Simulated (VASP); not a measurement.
Write the native input for VASP 6.6.1 that does the following.

```
Task                   : single point
Functional             : PBEsol
Potentials or basis    : VASP PAW PBE potentials, release 64 (Ba_sv)
Cutoff                 : 520 eV
k mesh                 : 14 × 14 × 14
Occupations            : fermi-dirac, width 0.05 eV
Spin                   : no spin polarisation
Dipole correction      : no
Further INCAR settings : ALGO = Normal; EDIFF = 1e-07; NBANDS = 11
```

The structure of Ba lies in POSCAR:

```
Ba
1.0
   -2.4368756582      2.4368756582      2.4368756582
    2.4368756582     -2.4368756582      2.4368756582
    2.4368756582      2.4368756582     -2.4368756582
Ba
1
Direct
    0.0000000000      0.0000000000      0.0000000000
```

The input as run:

INCAR

```
SYSTEM = Ba
ALGO     = Normal         ! electronic algorithm
EDIFF    = 1E-7           ! SCF threshold, eV
ENCUT    = 520            ! plane-wave cutoff, eV
GGA      = PS             ! functional
ISIF     = 2              ! what is computed and relaxed
ISMEAR   = -1             ! smearing method
LASPH    = .True.         ! aspherical terms in the spheres
LCHARG   = .True.         ! write CHGCAR
LELF     = .True.         ! ELF
LREAL    = .False.        ! projectors in reciprocal space
LVHAR    = .True.       
LWAVE    = .False.        ! write WAVECAR
NBANDS   = 11             ! bands
NELM     = 100            ! most SCF steps
PREC     = Accurate       ! precision mode
SIGMA    = 0.05           ! smearing width, eV
```

KPOINTS

```
k-points
0
Gamma
  14 14 14
  0 0 0
```

Potentials or basis: VASP PAW PBE potentials, release 64 (Ba_sv).

The run is started by

```bash
$ cat potpaw_PBE.64/Ba_sv/POTCAR > POTCAR
$ mpirun -np 1 vasp_std > vasp.out
```

It gave:

```json
{"Pressure": "0.1 GPa", "Band gap on the k mesh": "zero (band 5 reaches 2.32 eV, above the bottom of band 6 at 1.16 eV)"}
```

Caveat: the PAW data sets were made with another functional, which shifts forces and pressure a little; spin-orbit coupling is left out, which moves the levels of the heavy elements.

It took 28 s on 1 thread of Intel(R) Xeon(R) Platinum 8375C CPU @ 2.90GHz (Ice Lake), on a shared host, peak memory 0.21 GiB.
